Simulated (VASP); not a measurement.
PdC18: single point with PBE+D3(BJ)

System: PdC18, a slab with vacuum.

```
CELL_PARAMETERS angstrom
7.39800 0.00000 0.00000
-3.69900 6.40686 0.00000
0.00000 0.00000 12.00000
ATOMIC_POSITIONS crystal
C 0.99852 0.99459 0.08458
C 0.21807 0.10584 0.08149
C 0.99853 0.33061 0.08503
C 0.21803 0.43912 0.08182
C 0.99731 0.66199 0.07966
C 0.21804 0.77247 0.08163
C 0.33043 0.99522 0.08163
C 0.54997 0.10642 0.08475
C 0.33044 0.32857 0.08161
C 0.55117 0.43903 0.07963
C 0.33041 0.66191 0.08169
C 0.54993 0.77038 0.08489
C 0.66174 0.99425 0.09356
C 0.88674 0.10674 0.09355
C 0.66386 0.32911 0.08008
C 0.88457 0.43953 0.08030
C 0.66390 0.66151 0.08042
C 0.88461 0.77192 0.08023
Pd 0.77427 0.05041 0.26348
```

```yaml
Program: VASP 6.6.1
Task: single point
Functional: PBE
Dispersion: D3(BJ)
Potentials_or_basis: VASP PAW PBE potentials, release 64 (C, Pd)
Cutoff: 520 eV
k_mesh: 2 × 2 × 1
Occupations: gaussian, width 0.02 eV
Spin: no spin polarisation
```

| Property | Result |
| --- | --- |
| Largest force | 0.026 eV/Å |
| Band gap on the k mesh | 0.07 eV |
| Dispersion energy per atom | -0.099 eV |

Forces on the atoms (eV/Å):
```
C    0.015  0.014  0.007
C   -0.015 -0.017  0.011
C    0.012  0.011 -0.013
C   -0.005 -0.015 -0.008
C   -0.003  0.014  0.001
C   -0.001 -0.022 -0.001
C    0.010  0.016 -0.007
C   -0.008  0.010 -0.013
C   -0.008  0.025 -0.002
C   -0.004 -0.005 -0.002
C    0.012  0.000  0.009
C   -0.010 -0.003  0.004
C   -0.006 -0.003  0.002
C    0.001  0.005  0.006
C    0.018 -0.008  0.013
C    0.000 -0.023  0.001
C    0.012  0.004 -0.010
C   -0.016 -0.005 -0.010
Pd  -0.003  0.001  0.013
```

Levels at points of the mesh, in eV from the valence-band top:
```csv
k point,band 37,band 38,band 39,band 40,band 41,band 42,band 43,band 44,band 45,band 46
"(0.00, 0.00, 0.00)",-1.61,-1.45,-1.43,-0.17,0.00,0.07,0.28,0.94,3.40,4.13
"(0.50, 0.00, 0.00)",-1.59,-1.52,-1.22,-1.22,-1.22,0.89,1.60,2.32,2.37,2.44
"(0.00, 0.50, 0.00)",-1.57,-1.50,-1.48,-1.28,-1.03,0.98,1.62,2.35,2.38,2.42
"(0.50, 0.50, 0.00)",-1.57,-1.50,-1.48,-1.28,-1.03,0.98,1.63,2.35,2.39,2.42
```

It took 5.2 min on 1 thread of Intel(R) Xeon(R) Platinum 8124M CPU @ 3.00GHz (Skylake/Cascade Lake), on a shared host, peak memory 0.59 GiB.

Caveat: the k points lie up to 0.49 Å⁻¹ apart; there is no dipole correction, which matters where the two faces differ.
